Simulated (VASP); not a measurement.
# SnO2 (C2) in VASP: notebook

The runs below take SnO2 through single point, with LDA.

All numbers are computed with VASP 6.6.1; they aren't measurements. Logs are shortened: lines on timing, memory, paths and dates and some standing lists are left out, and cuts for length are marked.

## (1) The cell of the first run

It takes space group C2 (No. 5, monoclinic). The conventional cell has a = 5.602 Å, b = 3.234 Å, c = 5.151 Å, α = 90.00°, β = 111.25°, γ = 90.00°. Sn (site symmetry 2) has 6 O at 2.05 to 2.20 Å within 2.7 Å. Within 2.8 Å of O (site symmetry 1) lie 3 Sn at 2.05 to 2.20 Å and 3 O at 2.76 Å.

## (2) Single point, LDA (all Sn atoms moved -0.100 Å, as atom 1 along Cartesian [1 0 0])

Input file INCAR:

```
SYSTEM = SnO2
  PREC = Accurate
  ENCUT = 520
  EDIFF = 1E-7
  ISMEAR = 0
  SIGMA = 0.05
  LREAL = .False.
  LASPH = .True.
  NELM = 60
  ALGO = Normal
  ISIF = 2
  LWAVE = .False.
  LCHARG = .False.
  GGA = CA
  NBANDS = 20
```

Input file KPOINTS:

```
Automatic mesh
0
Gamma
  12 12 12
  0 0 0
```

Input file POSCAR:

```
SnO2
1.0
    1.6170930752      0.9336291223      4.8005925840
   -1.6170930752      0.9336291223      4.8005925840
    0.0000000000     -1.8672582446      4.8005925840
Sn O
1 2
Direct
    0.4690803203      0.5309196797      0.5000000000
    0.2371700000      0.2371700000      0.2371700000
    0.7628300000      0.7628300000      0.7628300000
```

Potentials or basis: VASP PAW LDA potentials, release 64 (Sn_d, O).

On the command line:

```console
$ cat potpaw_LDA.64/Sn_d/POTCAR potpaw_LDA.64/O/POTCAR > POTCAR
$ mpirun -np 1 vasp_std > vasp.out
```

OUTCAR:

```text
SYSTEM = SnO2
   PREC = Accurate
   ENCUT = 520
   EDIFF = 1E-7
   ISMEAR = 0
   LREAL = .False.
   LASPH = .True.
   NELM = 60
   ISIF = 2
   GGA = CA

 ion  position               nearest neighbor table
   1  0.469  0.531  0.500-   2 2.05   3 2.05   3 2.13   2 2.13   3 2.20   2 2.20
   2  0.237  0.237  0.237-   1 2.05   1 2.13   1 2.20
   3  0.763  0.763  0.763-   1 2.05   1 2.13   1 2.20

  LATTYP: Found a trigonal (rhomboedric) cell.
 ALAT       =     5.1509554948
 COS(alpha) =     0.8028828391

  Lattice vectors:

 A1 = (   1.6170930752,   0.9336291223,   4.8005925840)
 A2 = (  -1.6170930752,   0.9336291223,   4.8005925840)
 A3 = (   0.0000000000,  -1.8672582446,   4.8005925840)

Analysis of symmetry for initial positions (statically):
=====================================================================
 Subroutine PRICEL returns:
 Original cell was already a primitive cell.

 Routine SETGRP: Setting up the symmetry group for a
 trigonal (rhombohedral) supercell.

 Subroutine GETGRP returns: Found  2 space group operations
 (whereof  2 operations were pure point group operations)
 out of a pool of 12 trial point group operations.

The static configuration has the point symmetry C_2 .

Analysis of symmetry for dynamics (positions and initial velocities):
=====================================================================
 Subroutine PRICEL returns:
 Original cell was already a primitive cell.

 Routine SETGRP: Setting up the symmetry group for a
 trigonal (rhombohedral) supercell.

 Subroutine GETGRP returns: Found  2 space group operations
 (whereof  2 operations were pure point group operations)
 out of a pool of 12 trial point group operations.

The dynamic configuration has the point symmetry C_2 .

 Subroutine INISYM returns: Found  2 space group operations
 (whereof  2 operations are pure point group operations),
 and found     1 'primitive' translations

----------------------------------------------------------------------------------------

                                     Primitive cell

  volume of cell :      43.4866

  direct lattice vectors                    reciprocal lattice vectors
[... 83 lines left out ...]
   ISPIN  =      1    spin polarized calculation?
   LNONCOLLINEAR =      F non collinear calculations
   LSORBIT =      F    spin-orbit coupling
   LASPH  =      T    aspherical Exc in radial PAW
   ENCUT  =  520.0 eV  38.22 Ry    6.18 a.u.   9.58  9.58  9.58*2*pi/ulx,y,z
   NELM   =     60;   NELMIN=  2; NELMDL= -5     # of ELM steps
   EDIFF  = 0.1E-06   stopping-criterion for ELM
   LREAL  =      F    real-space projection
   EDIFFG = 0.1E-05   stopping-criterion for IOM
   NSW    =      0    number of steps for IOM
   IBRION =     -1    ionic relax: 0-MD 1-quasi-New 2-CG
   NFREE  =      0    steps in history (QN), initial steepest desc. (CG)
   ISIF   =      2    stress and relaxation
   ISYM   =      2    0-nonsym 1-usesym 2-fastsym
   POTIM  = 0.5000    time-step for ionic-motion
   TEBEG  =    0.0;   TEEND  =   0.0 temperature during run
   PSTRESS=    0.0 pullay stress
   NELECT =      26.0000    total number of electrons
   NUPDOWN=      -1.0000    fix difference up-down
   EMIN   =  10.00;   EMAX   =-10.00  energy-range for DOS
   EFERMI =   0.00;   METHOD = LEGACY
   ISMEAR =     0;   SIGMA  =   0.05  broadening in eV -4-tet -1-fermi 0-gaus
   EFERMI_NEDOS =   21; number of points for ismear=-14 and -15
   IALGO  =     38    algorithm
   IMIX   =      4    mixing-type and parameters
     AMIX     =   0.40;   BMIX     =  1.00
     AMIX_MAG =   1.60;   BMIX_MAG =  1.00
  volume/ion in A,a.u.               =      14.50        97.82
  Fermi-wavevector in a.u.,A,eV,Ry     =   1.379158  2.606231 25.879336  1.902078
  Thomas-Fermi vector in A             =   2.504154
   LORBIT       =      0    0 simple, 1 ext, 2 COOP (PROOUT), +10 PAW based schemes
   GGA     = CA    functional components
   LHFCALC =     F    Hartree Fock is set to
   AEXX    =    0.0000 exact exchange contribution
   IVDW    =     0    specifies the selected vdW correction
   LEPSILON=     F    determine dielectric tensor
   LRPA    =     F    only Hartree local field effects (RPA)
 non-spin polarized calculation
 Gauss-broadening in eV      SIGMA  =   0.05
  energy-cutoff  :      520.00
  volume of cell :       43.49
 maximum number of plane-waves:      1188
 NGX is ok and might be reduce to    40
   NGX = 19   NGY = 19   NGZ = 19

 number of electron      26.0000004 magnetization

 Free energy of the ion-electron system (eV)
  ---------------------------------------------------
  ext. energy  EPLUGINS =         0.00000000
  ---------------------------------------------------
  free energy    TOTEN  =       -20.37471442 eV

  energy without entropy =      -20.37471442  energy(sigma->0) =      -20.37471442

 E-fermi :   3.2702     XC(G=0): -10.5595

 val. band max:        2.9818198937   @ k =  -0.1667   0.1667   0.0000
 cond. band min:       4.7443218134   @ k =   0.0000   0.0000   0.0000
 fundamental gap:      1.7625019197
 Fermi energy:         3.2702112624

 k-point     1 :       0.0000    0.0000    0.0000
  band No.  band energies     occupation
      1     -16.9061      2.00000
      2     -16.7670      2.00000
      3     -16.7233      2.00000
      4     -16.5306      2.00000
      5     -16.5242      2.00000
      6     -14.7608      2.00000
[... 541 lines left out ...]
     19      16.0087      0.00000
     20      18.2917      0.00000

 [... further k-points ...]

------------------------ aborting loop because EDIFF is reached ----------------------------------------

  FORCE on cell =-STRESS in cart. coord.  units (eV):
  Direction    XX          YY          ZZ          XY          YZ          ZX
  --------------------------------------------------------------------------------------
  -------------------------------------------------------------------------------------
  Total       -2.0464732     -2.3159079     -1.7100129      0.0000000      0.2591025      0.0000000
  in kB      -75.3982266    -85.3250115    -63.0020177      0.0000000      9.5461140      0.0000000
  external PRESSURE =     -74.5750853 kB  Pullay stress =       0.0000000 kB

 VOLUME and BASIS-vectors are now :
 -----------------------------------------------------------------------------
  energy-cutoff  :      520.00
  volume of cell :       43.49
      direct lattice vectors                 reciprocal lattice vectors
     1.617093075  0.933629122  4.800592584     0.309196797  0.178514854  0.069435872
    -1.617093075  0.933629122  4.800592584    -0.309196797  0.178514854  0.069435872
     0.000000000 -1.867258245  4.800592584     0.000000000 -0.357029708  0.069435872

 POSITION                                       TOTAL-FORCE (eV/Angst)
 -----------------------------------------------------------------------------------
     -0.10000      0.00000      7.20089         1.264501     -0.000000      0.000000
      0.00000      0.00000      3.41567        -0.632251      0.128100     -0.507108
      0.00000      0.00000     10.98611        -0.632251     -0.128100      0.507108
 -----------------------------------------------------------------------------------
    total drift:                                0.000019     -0.000000      0.000000

  FREE ENERGIE OF THE ION-ELECTRON SYSTEM (eV)
  ---------------------------------------------------
  free  energy   TOTEN  =       -20.3747144229 eV

  energy  without entropy=      -20.3747144229  energy(sigma->0) =      -20.37471442
```

stdout:

```text
POSCAR found type information on POSCAR SnO
 POSCAR found :  2 types and       3 ions
 scaLAPACK will be used
 LDA part: xc-table for (Slater(with rela. corr.)+CA(PZ))
 , standard interpolation
 POSCAR, INCAR and KPOINTS ok, starting setup
 FFT: planning ... GRIDC
 FFT: planning ... GRID_SOFT
 FFT: planning ... GRID
 WAVECAR not read
 entering main loop
```

Wall time 20 min (1 thread of Intel Xeon 8259CL, shared host); peak memory 0.49 GiB.

Results:

- Free energy: -20.3747 eV
- Pressure: -7.5 GPa
- Largest force: 1.265 eV/Å
- Band gap on the k mesh: 1.76 eV (least direct gap 1.88 eV)

Forces on the atoms (eV/Å):
```
Sn   1.265  0.000  0.000
O   -0.632  0.128 -0.507
O   -0.632 -0.128  0.507
```

Stress tensor (GPa, compression positive):
```
-7.54  0.00  0.00
 0.00 -8.53  0.95
 0.00  0.95 -6.30
```

Caveat: the cell differs from its parent crystal (all Sn atoms moved -0.100 Å, as atom 1 along Cartesian [1 0 0]); the cell stands under tension; spin-orbit coupling is left out, which moves the levels of the heavy elements; forces of over 1 eV/Å act on the atoms, so gaps and moduli don't describe the material at rest. A k mesh can miss the band edges.

## (3) Single point, LDA (all Sn atoms moved +0.050 Å, as atom 1 along Cartesian [1 0 0])

Input file INCAR:

```
PREC = Accurate
ENCUT = 520
EDIFF = 1E-6
ISMEAR = 0
SIGMA = 0.05
LREAL = F
LASPH = T
NELM = 80
ALGO = Normal
ISIF = 2
LWAVE = F
LCHARG = T
GGA = CA
LELF = T
LVHAR = T
NBANDS = 20
```

Input file KPOINTS:

```
regular mesh
0
Gamma
  12 12 12
```

Changes to POSCAR since step 2:

```diff
@@ -8,3 +8,3 @@
 Direct
-    0.4690803203      0.5309196797      0.5000000000
+    0.5154598399      0.4845401601      0.5000000000
     0.2371700000      0.2371700000      0.2371700000
```

Potentials or basis: VASP PAW LDA potentials, release 64 (Sn_d, O).

On the command line:

```console
$ cat potpaw_LDA.64/Sn_d/POTCAR potpaw_LDA.64/O/POTCAR > POTCAR
$ mpirun -np 1 vasp_std > vasp.out
```

Wall time 18 min (1 thread of Intel Xeon 8259CL, shared host); peak memory 0.49 GiB.

The run converged. Its results:

* Free energy: -20.4217 eV
* Pressure: -8.2 GPa
* Largest force: 0.667 eV/Å
* Band gap on the k mesh: 1.77 eV (least direct gap 1.89 eV)

Forces in eV/Å, atoms in the order of the input:
```
Sn  -0.620  0.000  0.000
O    0.310  0.032 -0.590
O    0.310 -0.032  0.590
```

Stress tensor (GPa, compression positive):
```
-8.73  0.00  0.00
 0.00 -8.98  0.24
 0.00  0.24 -6.97
```

Levels at points of the mesh, in eV from the valence-band top:
| k point | band 11 | band 12 | band 13 | band 14 | band 15 | band 16 |
| --- | --- | --- | --- | --- | --- | --- |
| (0.00, 0.00, 0.00) | -0.90 | -0.90 | -0.13 | 1.77 | 5.50 | 10.74 |
| (0.50, 0.00, 0.00) | -1.48 | -0.61 | -0.58 | 5.13 | 7.50 | 9.77 |
| (0.00, 0.00, 0.50) | -1.48 | -0.61 | -0.58 | 5.13 | 7.51 | 9.77 |
| (0.50, 0.50, 0.00) | -1.15 | -0.47 | -0.03 | 4.84 | 6.69 | 10.47 |
| (0.50, 0.00, 0.50) | -1.15 | -0.47 | -0.02 | 4.85 | 6.68 | 10.47 |
| (0.50, 0.50, 0.50) | -1.33 | -0.85 | -0.85 | 3.05 | 5.46 | 10.93 |

Caveat: the cell differs from its parent crystal (all Sn atoms moved +0.050 Å, as atom 1 along Cartesian [1 0 0]); the cell stands under tension; spin-orbit coupling is left out, which moves the levels of the heavy elements.
